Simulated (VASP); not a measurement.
# CsI: single point with PBEsol

CsI:

```
Cs I
1.0
     4.56670    0.00000    0.00000
     0.00000    4.56670    0.00000
     0.00000    0.00000    4.56670
Cs I
1 1
Direct
  0.00000 0.00000 0.00000
  0.50000 0.50000 0.50000
```

```json
{
  "Program": "VASP 6.6.1",
  "Task": "single point",
  "Functional": "PBEsol",
  "Potentials or basis": "VASP PAW PBE potentials, release 64 (Cs_sv, I)",
  "Cutoff": "500 eV",
  "k mesh": "10 × 10 × 10",
  "Occupations": "gaussian, width 0.05 eV",
  "Spin": "no spin polarisation",
  "Dipole correction": "no",
  "Further INCAR settings": "ALGO = Normal; EDIFF = 1e-06; NBANDS = 15"
}
```

The pressure is -0.4 GPa and the band gap on the k mesh is 3.70 eV (least direct gap 3.79 eV).

Levels at points of the mesh, in eV from the valence-band top:
```tsv
k point	band 6	band 7	band 8	band 9	band 10	band 11
(0.00, 0.00, 0.00)	-0.09	-0.09	-0.09	3.70	4.08	4.08
(0.50, 0.00, 0.00)	-1.60	-0.25	-0.25	5.11	6.34	6.64
(0.50, 0.50, 0.00)	-0.87	-0.87	0.00	4.13	4.81	6.04
(0.50, 0.50, 0.50)	-1.34	-1.34	-1.34	7.06	7.06	7.06
```

Wall time 78 s on 1 thread of Intel Xeon 8259CL, with other jobs on the host, peak memory 0.25 GiB.

Caveat: the PAW data sets were made with another functional, which shifts forces and pressure a little; spin-orbit coupling is left out, which moves the levels of the heavy elements. A k mesh can miss the band edges.
